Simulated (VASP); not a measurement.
MgS:

```
CELL_PARAMETERS angstrom
3.98009 0.00000 0.00000
-1.99005 3.44686 0.00000
0.00000 0.00000 6.34536
ATOMIC_POSITIONS crystal
S 0.66667 0.33333 0.87924
S 0.33333 0.66667 0.37924
Mg 0.33333 0.66667 0.99575
Mg 0.66667 0.33333 0.49575
```

Base run:

```yaml
Program: VASP 6.6.1
Functional: PBEsol
Potentials_or_basis: VASP PAW PBE potentials, release 64 (S, Mg)
Cutoff: 520 eV
k_mesh: 8 × 8 × 4
Occupations: fermi-dirac, width 0.05 eV
Spin: no spin polarisation
```

Its results: band gap on the k mesh 3.47 eV; pressure 2.1 GPa; largest force 0.040 eV/Å.

Q: The run is repeated on the same cell with these changes: functional from PBEsol to LDA; potentials or basis from VASP PAW PBE potentials, release 64 (S, Mg) to VASP PAW LDA potentials, release 64 (S, Mg). What comes out?

A: Band gap on the k mesh 3.36 eV; pressure 0.0 GPa; largest force 0.050 eV/Å.

Caveats: the PAW data sets were made with another functional, which shifts forces and pressure a little (at least some runs).

